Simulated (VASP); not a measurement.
# MgO: single point with PBE

MgO:

```
Mg O
1.0
     0.00000    2.13515    2.13515
     2.10312    0.00000    2.13515
     2.10312    2.13515    0.00000
Mg O
1 1
Cartesian
  0.0000 0.0000 0.0000
  2.1031 2.1351 2.1351
```

This cell differs from its parent crystal: strain -0.0150 x Voigt [1, 0, 0, 0, 0, 0].

* Program: VASP 6.6.1
* Task: single point
* Functional: PBE
* Potentials or basis: VASP PAW PBE potentials, release 64 (Mg, O)
* Cutoff: 520 eV
* k mesh: 10 × 10 × 10
* Occupations: gaussian, width 0.05 eV
* Spin: no spin polarisation

* Pressure: -0.2 GPa
* Band gap on the k mesh: 4.46 eV, direct

Stress tensor (GPa, compression positive):
```
 1.74  0.00  0.00
 0.00 -1.10  0.00
 0.00  0.00 -1.10
```

Levels at points of the mesh, in eV from the valence-band top:
```tsv
k point	band 1	band 2	band 3	band 4	band 5	band 6	band 7	band 8
(0.00, 0.00, 0.00)	-17.14	-0.04	0.00	0.00	4.46	15.59	15.59	15.75
(0.50, 0.00, 0.00)	-15.92	-4.51	-0.65	-0.62	7.72	12.30	15.87	16.21
(0.50, 0.50, 0.00)	-15.69	-4.01	-1.35	-1.26	9.13	9.68	12.75	18.48
(0.00, 0.50, 0.50)	-15.65	-3.95	-1.36	-1.36	8.97	9.67	12.95	18.45
```

It took 12 s on 1 thread of Intel(R) Xeon(R) Platinum 8488C (Sapphire Rapids), on a shared host, peak memory 0.15 GiB.

Caveat: the cell differs from its parent crystal (strain -0.0150 x Voigt [1, 0, 0, 0, 0, 0]).
